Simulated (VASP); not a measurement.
Crystal: Co.

```xyz
1
Lattice="0.0000 1.7895 1.7895 1.7895 0.0000 1.7895 1.7895 1.7895 0.0000" Properties=species:S:1:pos:R:3 pbc="T T T"
Co    0.0000    0.0000    0.0000
```

Base run:

```yaml
Program: VASP 6.6.1
Functional: PBE
Potentials_or_basis: VASP PAW PBE potentials, release 64 (Co)
Cutoff: 520 eV
k_mesh: 14 × 14 × 14
Occupations: gaussian, width 0.1 eV
Spin: collinear spin, ferromagnetic start
Starting_moments: "[1.72] μB"
Fixed_moment: 1.72 μB
```

Its results: pressure -8.9 GPa; site moments Co +1.75 μB.

**Question.** The run is repeated on the same cell with these changes: fixed moment from 1.72 μB to 3.43 μB; moments at the start from [1.72] to [3.43]. What comes out?

**Answer.** Pressure 50.3 GPa; site moments Co +3.22 μB.

Caveats: the total moment is fixed, so each spin has its own Fermi level.
